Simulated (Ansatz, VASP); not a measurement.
**Si in VASP and in Ansatz**

```
Si
1.0
    -2.21456    2.35874    1.27618
     2.24006   -2.33324    1.27382
     2.26193    2.37826   -1.22880
Si
2
Direct
  0.80700 0.55700 0.25000
  0.19300 0.44300 0.75000
```

Change from the starting cell: equal xy, yz and zx shear strains of +2 %, PAW files.

Alike in both runs: task electric field gradients; functional LDA; k mesh 16 × 16 × 16; occupations fermi-dirac, width 0.05 eV; no spin polarisation.

|  | VASP | Ansatz |
| --- | --- | --- |
| version | VASP 6.6.1 | Ansatz 0.2.0 |
| potentials or method | VASP PAW LDA potentials, release 64 (Si) | PAW with Ansatz's default frozen-core files, scalar-relativistic |
| plane-wave cutoff (eV) | 520 | 420 |
| valence electrons in the cell | 8 | 8 |

Ansatz gave:

| Item | Value |
| --- | --- |
| pressure (GPa) | 10.8 |
| traceless stress, the component that is largest in VASP (GPa) | 1.82 |
| rms of the force components (eV/Å) | 0.036 |
| size of Vzz on the site where it differs most (V/Å²) | 26.2 |

Question: Estimate VASP's values.

Answer: Pressure (GPa): 11.0; traceless stress, the component that is largest in VASP (GPa): 1.84; rms of the force components (eV/Å): 0.036; size of Vzz on the site where it differs most (V/Å²): 26.8.

LDA's correlation is that of Perdew and Zunger in VASP and of Perdew and Wang (1992) in Ansatz. Atom by atom the forces differ by 0.001 eV/Å (rms over components).
